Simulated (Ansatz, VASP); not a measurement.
## One calculation of SiO2, two programs

INCAR

```
SYSTEM = SiO2
ALGO = Normal
EDIFF = 1E-8
ENCUT = 520
GGA = PE
GGA_COMPAT = .False.
ISIF = 2
ISMEAR = -1
LASPH = .True.
LCHARG = .False.
LEFG = .True.
LREAL = .False.
LWAVE = .False.
NBANDS = 25
NELM = 120
PREC = Accurate
SIGMA = 0.03
```

File KPOINTS:

```
k-points
0
Gamma
  6 6 9
  0 0 0
```

POSCAR

```
SiO2
1.0
    4.2219010000      0.0000000000      0.0000000000
    0.0000000000      4.2219010000      0.0000000000
    0.0000000000      0.0000000000      2.6678000000
Si O
2 4
Direct
    0.0000000000      0.0000000000      0.0000000000
    0.5000000000      0.5000000000      0.5000000000
    0.3067000000      0.3067000000      0.0000000000
    0.1933000000      0.8067000000      0.5000000000
    0.6933000000      0.6933000000      0.0000000000
    0.8067000000      0.1933000000      0.5000000000
```

Input for Ansatz:

```yaml
crystal:
  lattice:
    - [4.221901, 0.0, 0.0]
    - [0.0, 4.221901, 0.0]
    - [0.0, 0.0, 2.6678]
  atoms:
    - { symbol: Si, position: [0.0, 0.0, 0.0] }
    - { symbol: Si, position: [0.5, 0.5, 0.5] }
    - { symbol: O, position: [0.3067, 0.3067, 0.0] }
    - { symbol: O, position: [0.1933, 0.8067, 0.5] }
    - { symbol: O, position: [0.6933, 0.6933, 0.0] }
    - { symbol: O, position: [0.8067, 0.1933, 0.5] }
kpoints:
  mp_grid: { grid: [6, 6, 9] }
scf:
  occupations: { method: fermi_dirac, width: 0.03 }
hamiltonian:
  xc: pbe
  pseudopotentials: { kind: paw }
output:
  forces: true
  stress: true
  eigenvalues: true
  efg: { contact_densities: true }
```

Change from the starting cell: equal xx and yy strain of +1 %, PAW files.

Alike in both runs: task electric field gradients; functional PBE; k mesh 6 × 6 × 9; occupations fermi-dirac, width 0.03 eV; no spin polarisation.

```csv
,VASP,Ansatz
version,VASP 6.6.1,Ansatz 0.2.0
potentials or method,"VASP PAW PBE potentials, release 64 (Si, O)","PAW with Ansatz's default frozen-core files, scalar-relativistic"
plane-wave cutoff (eV),520,420
valence electrons in the cell,32,32
```

```csv
,VASP,Ansatz,Ansatz less VASP
gap on the k mesh at the Fermi level (eV),5.30,5.31,+0.014
pressure (GPa),4.9,4.8,-0.15
"traceless stress, the component that is largest in VASP (GPa)",2.92,2.47,-0.453
rms of the force components (eV/Å),0.019,0.010,-0.0093
size of Vzz on the site where it differs most (V/Å²),26.2,23.4,-2.73
```

Atom by atom the forces differ by 0.009 eV/Å (rms over components).
